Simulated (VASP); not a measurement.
Runs of VASP 6.6.1 on Ir. The structure is that of space group Fm-3m (No. 225), or close to it. The cells are those of the table. 

```tsv
cell	gap on the mesh (eV)	pressure (GPa)
a = 2.579 Å, angles 60.0°, 1 atom	none	84.8
a = 2.784, b = 2.784, c = 2.715 Å, angles 60.8, 60.8, 58.4°, 1 atom	none	-17.5
a = 2.749, b = 2.749, c = 2.715 Å, angles 60.4, 60.4, 59.2°, 1 atom	none	(a)
a = 2.783 Å, angles 60.0°, 1 atom	none	-24.9
a = 2.749, b = 2.749, c = 2.783 Å, angles 59.6, 59.6, 60.8°, 1 atom	none	-18.1
a = 2.613, b = 2.613, c = 2.647 Å, angles 59.6, 59.6, 60.9°, 1 atom	none	48.8
a = 2.683, b = 2.683, c = 2.579 Å, angles 61.3, 61.3, 57.5°, 1 atom	none	36.2
a = 2.851 Å, angles 60.0°, 1 atom	none	(b)
```

Alike in all rows: task single point; level PBEsol; potentials or basis VASP PAW PBE potentials, release 64 (Ir); no spin polarisation; k mesh 22 × 22 × 22; cutoff (eV) 520; smearing gaussian 0.15 eV.

Q: Estimate the missing entries.

A: (a) -10.4; (b) -39.7.

Caveats: the PAW data sets were made with another functional, which shifts forces and pressure a little; spin-orbit coupling is left out, which moves the levels of the heavy elements; the cell stands under tension (at least some runs); the cell stands under pressure (at least some runs).

A k mesh can miss the band edges, and the runs leave out spin-orbit coupling on Ir.

A gap of «none» marks levels without a gap at the run's occupations.
